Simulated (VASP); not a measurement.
# TiAl3 (P4mm) in VASP: single point with PBEsol

Aim: the single point of TiAl3 with PBEsol.

Program: VASP 6.6.1. These are calculated values, not measurements. Logs are shortened: lines on timing, memory, paths and dates and some standing lists are left out, and cuts for length are marked.

### 1 The cell of the first run

Symmetry: P4mm, No. 99, tetragonal system. The conventional cell has a = 3.948 Å, b = 3.948 Å, c = 3.948 Å, α = 90.00°, β = 90.00°, γ = 90.00°. Ti (site symmetry 4mm) has 8 Al at 2.41 to 2.86 Å within 3.2 Å. Al (site symmetry 2mm) has 2 Ti at 2.41 Å and 8 Al at 2.79 Å within 3.2 Å. Al (site symmetry 4mm) has 8 Al at 2.79 Å and 4 Ti at 2.86 Å within 3.7 Å.

### 2 Single point, PBEsol (atom 1 (Ti) moved by (-0.600, +0.000) A along x and y)

INCAR

```
ALGO = Fast ; EDIFF = 1E-6
ENCUT = 520 ; GGA = PS
ISIF = 2 ; ISMEAR = 0
LASPH = True ; LCHARG = False
LREAL = False ; LWAVE = False
NBANDS = 18 ; NELM = 60
PREC = Accurate ; SIGMA = 0.15
```

KPOINTS

```
k-points
0
Gamma
  12 12 12
```

POSCAR

```
TiAl3
1.0
    3.9483448101      0.0000000000      0.0000000000
    0.0000000000      3.9483448101      0.0000000000
    0.0000000000      0.0000000000      3.9483448101
Ti Al
1 3
Direct
   -0.1519624118      0.0000000000      0.0000000000
    0.5000000000      0.5000000000      0.0000000000
    0.5000000000      0.0000000000      0.5000000000
    0.0000000000      0.5000000000      0.5000000000
```

Potentials or basis: VASP PAW PBE potentials, release 64 (Ti_sv, Al).

On the command line:

```
$ cat potpaw_PBE.64/Ti_sv/POTCAR potpaw_PBE.64/Al/POTCAR > POTCAR
$ mpirun -np 1 vasp_std > vasp.out
```

OUTCAR:

```text
EDIFF = 1E-6
   ENCUT = 520
   GGA = PS
   ISIF = 2
   ISMEAR = 0
   LASPH = True
   LREAL = False
   NELM = 60
   PREC = Accurate

 ion  position               nearest neighbor table
   1  0.848  0.000  0.000-   2 2.41   3 2.41   3 2.41   2 2.41   4 2.86   4 2.86   4 2.86   4 2.86

   2  0.500  0.500  0.000-   1 2.41   1 2.41   4 2.79   3 2.79   4 2.79   3 2.79   3 2.79   3 2.79
                             4 2.79   4 2.79
   3  0.500  0.000  0.500-   1 2.41   1 2.41   4 2.79   2 2.79   2 2.79   2 2.79   4 2.79   2 2.79
                             4 2.79   4 2.79
   4  0.000  0.500  0.500-   2 2.79   3 2.79   2 2.79   3 2.79   2 2.79   3 2.79   2 2.79   3 2.79
                             1 2.86   1 2.86   1 2.86   1 2.86

  LATTYP: Found a simple cubic cell.
 ALAT       =     3.9483448101

  Lattice vectors:

 A1 = (   3.9483448101,   0.0000000000,   0.0000000000)
 A2 = (   0.0000000000,   3.9483448101,   0.0000000000)
 A3 = (   0.0000000000,   0.0000000000,   3.9483448101)

Analysis of symmetry for initial positions (statically):
=====================================================================
 Subroutine PRICEL returns:
 Original cell was already a primitive cell.

 Routine SETGRP: Setting up the symmetry group for a
 simple cubic supercell.

 Subroutine GETGRP returns: Found  8 space group operations
 (whereof  8 operations were pure point group operations)
 out of a pool of 48 trial point group operations.

The static configuration has the point symmetry C_4v.

Analysis of symmetry for dynamics (positions and initial velocities):
=====================================================================
 Subroutine PRICEL returns:
 Original cell was already a primitive cell.

 Routine SETGRP: Setting up the symmetry group for a
 simple cubic supercell.

 Subroutine GETGRP returns: Found  8 space group operations
 (whereof  8 operations were pure point group operations)
 out of a pool of 48 trial point group operations.

The dynamic configuration has the point symmetry C_4v.

 Subroutine INISYM returns: Found  8 space group operations
 (whereof  8 operations are pure point group operations),
 and found     1 'primitive' translations

----------------------------------------------------------------------------------------

                                     Primitive cell

  volume of cell :      61.5524
[... 88 lines left out ...]
   LNONCOLLINEAR =      F non collinear calculations
   LSORBIT =      F    spin-orbit coupling
   LASPH  =      T    aspherical Exc in radial PAW
   ENCUT  =  520.0 eV  38.22 Ry    6.18 a.u.   7.34  7.34  7.34*2*pi/ulx,y,z
   NELM   =     60;   NELMIN=  2; NELMDL= -5     # of ELM steps
   EDIFF  = 0.1E-05   stopping-criterion for ELM
   LREAL  =      F    real-space projection
   EDIFFG = 0.1E-04   stopping-criterion for IOM
   NSW    =      0    number of steps for IOM
   IBRION =     -1    ionic relax: 0-MD 1-quasi-New 2-CG
   NFREE  =      0    steps in history (QN), initial steepest desc. (CG)
   ISIF   =      2    stress and relaxation
   ISYM   =      2    0-nonsym 1-usesym 2-fastsym
   POTIM  = 0.5000    time-step for ionic-motion
   TEBEG  =    0.0;   TEEND  =   0.0 temperature during run
   PSTRESS=    0.0 pullay stress
   NELECT =      21.0000    total number of electrons
   NUPDOWN=      -1.0000    fix difference up-down
   EMIN   =  10.00;   EMAX   =-10.00  energy-range for DOS
   EFERMI =   0.00;   METHOD = LEGACY
   ISMEAR =     0;   SIGMA  =   0.15  broadening in eV -4-tet -1-fermi 0-gaus
   EFERMI_NEDOS =   21; number of points for ismear=-14 and -15
   IALGO  =     68    algorithm
   IMIX   =      4    mixing-type and parameters
     AMIX     =   0.40;   BMIX     =  1.00
     AMIX_MAG =   1.60;   BMIX_MAG =  1.00
  volume/ion in A,a.u.               =      15.39       103.84
  Fermi-wavevector in a.u.,A,eV,Ry     =   1.143930  2.161715 17.804261  1.308576
  Thomas-Fermi vector in A             =   2.280624
   LORBIT       =      0    0 simple, 1 ext, 2 COOP (PROOUT), +10 PAW based schemes
   GGA     = PS    functional components
   LHFCALC =     F    Hartree Fock is set to
   AEXX    =    0.0000 exact exchange contribution
   IVDW    =     0    specifies the selected vdW correction
   LEPSILON=     F    determine dielectric tensor
   LRPA    =     F    only Hartree local field effects (RPA)
 non-spin polarized calculation
 RMM-DIIS sequential band-by-band and
 Gauss-broadening in eV      SIGMA  =   0.15
  energy-cutoff  :      520.00
  volume of cell :       61.55
 maximum number of plane-waves:      1683
 NGX is ok and might be reduce to    30
   NGX = 15   NGY = 15   NGZ = 15

 number of electron      20.9999997 magnetization

 Free energy of the ion-electron system (eV)
  ---------------------------------------------------
  ext. energy  EPLUGINS =         0.00000000
  ---------------------------------------------------
  free energy    TOTEN  =       -20.40174454 eV

  energy without entropy =      -20.37971082  energy(sigma->0) =      -20.39072768

 E-fermi :   8.8843     XC(G=0): -10.8813

 val. band max:        8.8719294772   @ k =   0.2500   0.2500   0.0833
 cond. band min:       8.8925082430   @ k =   0.2500   0.0833   0.0000
 fundamental gap:      0.0205787658
 Fermi energy:         8.8842716066

 k-point     1 :       0.0000    0.0000    0.0000
  band No.  band energies     occupation
      1     -47.4282      2.00000
      2     -23.8967      2.00000
      3     -23.8967      2.00000
      4     -23.8670      2.00000
      5      -1.7354      2.00000
      6       5.7086      2.00000
[... 481 lines left out ...]
      5      -0.6163      2.00000
      6       2.5632      2.00000
[... 10 lines left out ...]
     17      13.4984      0.00000
     18      14.7891      0.00000

 [... further k-points ...]
[... 5 lines left out ...]
  --------------------------------------------------------------------------------------
  -------------------------------------------------------------------------------------
  Total        4.6600325      4.1571475      4.1571475      0.0000000     -0.0000000      0.0000000
  in kB      121.2981872    108.2083557    108.2083557      0.0000000     -0.0000000      0.0000000
  external PRESSURE =     112.5716328 kB  Pullay stress =       0.0000000 kB

 VOLUME and BASIS-vectors are now :
 -----------------------------------------------------------------------------
  energy-cutoff  :      520.00
  volume of cell :       61.55
      direct lattice vectors                 reciprocal lattice vectors
     3.948344810  0.000000000  0.000000000     0.253270686  0.000000000  0.000000000
     0.000000000  3.948344810  0.000000000     0.000000000  0.253270686  0.000000000
     0.000000000  0.000000000  3.948344810     0.000000000  0.000000000  0.253270686

 POSITION                                       TOTAL-FORCE (eV/Angst)
 -----------------------------------------------------------------------------------
      3.34834      0.00000      0.00000         5.988795     -0.000000      0.000000
      1.97417      1.97417      0.00000        -2.660767      0.000000     -0.000000
      1.97417      0.00000      1.97417        -2.660767      0.000000     -0.000000
      0.00000      1.97417      1.97417        -0.667261      0.000000     -0.000000
 -----------------------------------------------------------------------------------
    total drift:                                0.009252     -0.000000     -0.000001

  FREE ENERGIE OF THE ION-ELECTRON SYSTEM (eV)
  ---------------------------------------------------
  free  energy   TOTEN  =       -20.4017445354 eV

  energy  without entropy=      -20.3797108156  energy(sigma->0) =      -20.39072768
```

OSZICAR:

```text
N       E                     dE             d eps       ncg     rms          rms(c)
DAV:   1     0.127151256806E+03    0.12715E+03   -0.87723E+03  7056   0.110E+03
DAV:   2    -0.921038319463E+01   -0.13636E+03   -0.13245E+03  7170   0.293E+02
DAV:   3    -0.215521108086E+02   -0.12342E+02   -0.12122E+02 12574   0.714E+01
[... 18 lines left out ...]
RMM:  22    -0.204017401381E+02   -0.48975E-05   -0.51340E-05 10653   0.521E-02    0.199E-02
RMM:  23    -0.204017418205E+02   -0.16824E-05   -0.22302E-05  9303   0.256E-02    0.888E-03
RMM:  24    -0.204017430955E+02   -0.12750E-05   -0.13929E-05  8018   0.195E-02    0.434E-03
RMM:  25    -0.204017439635E+02   -0.86799E-06   -0.10426E-05  8470   0.183E-02    0.253E-03
RMM:  26    -0.204017445354E+02   -0.57190E-06   -0.57413E-06  6900   0.125E-02
   1 F= -.20401745E+02 E0= -.20390728E+02  d E =-.220337E-01
```

stdout:

```text
POSCAR found type information on POSCAR TiAl
 POSCAR found :  2 types and       4 ions
 scaLAPACK will be used
 -----------------------------------------------------------------------------
|                                                                             |
|                                                                             |
|     You enforced a specific xc type in the INCAR file but a different       |
|     I HOPE YOU KNOW WHAT YOU ARE DOING!                                     |
|                                                                             |
 -----------------------------------------------------------------------------

 LDA part: xc-table for (Slater+PW92), standard interpolation
 POSCAR, INCAR and KPOINTS ok, starting setup
 FFT: planning ... GRIDC
 FFT: planning ... GRID_SOFT
 FFT: planning ... GRID
 WAVECAR not read
 entering main loop
WARNING in EDDRMM: call to ZHEGV failed, returncode =   8  4     13
WARNING in EDDRMM: call to ZHEGV failed, returncode =   6  3      7
WARNING in EDDRMM: call to ZHEGV failed, returncode =   6  3     16
WARNING in EDDRMM: call to ZHEGV failed, returncode =   6  3      5
WARNING in EDDRMM: call to ZHEGV failed, returncode =   6  3      6
WARNING in EDDRMM: call to ZHEGV failed, returncode =   8  4     15
```

It took 7.2 min on 1 thread of Intel Xeon Platinum 8259CL at 2.50GHz (Skylake/Cascade Lake), shared host; peak memory 0.32 GiB.

Results:

- Free energy: -20.4017 eV
- Pressure: 11.3 GPa
- Largest force: 5.989 eV/Å

Forces on the atoms (eV/Å):
```
Ti   5.989  0.000  0.000
Al  -2.661  0.000  0.000
Al  -2.661  0.000  0.000
Al  -0.667  0.000  0.000
```

Levels at points of the mesh, in eV from the Fermi level:
```tsv
k point	band 7	band 8	band 9	band 10	band 11	band 12	band 13	band 14
(0.00, 0.00, 0.00)	-3.17	-2.06	-2.06	-1.27	0.23	0.38	0.38	0.81
(0.50, 0.00, 0.00)	-2.41	-2.10	-2.10	0.47	0.78	0.86	0.86	1.60
(0.00, 0.50, 0.00)	-2.22	-2.09	-1.75	-0.20	0.23	0.72	1.33	1.47
(0.50, 0.50, 0.00)	-5.87	-4.81	-1.34	-1.16	0.61	0.71	1.36	1.53
(0.00, 0.50, 0.50)	-5.92	-4.50	-0.85	-0.85	0.21	0.81	0.95	2.44
(0.50, 0.50, 0.50)	-4.88	-4.50	-3.32	-3.32	-2.98	0.33	1.00	1.66
```

Caveat: the cell differs from its parent crystal (atom 1 (Ti) moved by (-0.600, +0.000) A along x and y); the PAW data sets were made with another functional, which shifts forces and pressure a little.
